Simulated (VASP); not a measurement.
MnCu:

```xyz
2
Lattice="-1.8852 -1.8852 -3.6930 -1.8852 -3.6930 -1.8852 -3.6930 -1.8852 -1.8852" Properties=species:S:1:pos:R:3 pbc="T T T"
Mn    0.0000    0.0000    0.0000
Cu   -3.7317   -3.7317   -3.7317
```

Base run:

| Property | Result |
| --- | --- |
| Program | VASP 6.6.1 |
| Functional | PBE |
| Potentials or basis | VASP PAW PBE potentials, release 64 (Mn_pv, Cu) |
| Cutoff | 520 eV |
| k mesh | 18 × 18 × 18 |
| Occupations | gaussian, width 0.1 eV |
| Spin | no spin polarisation |

Its results: band gap on the k mesh zero (bands 12 and 13 overlap by 1.13 eV); pressure -12.7 GPa.

**Question.** The run is repeated on the same cell with these changes: functional from PBE to r2SCAN; further incar settings from ALGO = Fast; EDIFF = 1e-07; NBANDS = 19 to ALGO = Normal; EDIFF = 1e-06; NBANDS = 19. What comes out?

**Answer.** Band gap on the k mesh zero (bands 12 and 13 overlap by 1.29 eV); pressure -18.7 GPa.

Caveats: the cell stands under tension; the run has no spin polarisation, though such a crystal can be magnetic; the PAW data sets were made with another functional, which shifts forces and pressure a little (at least some runs).
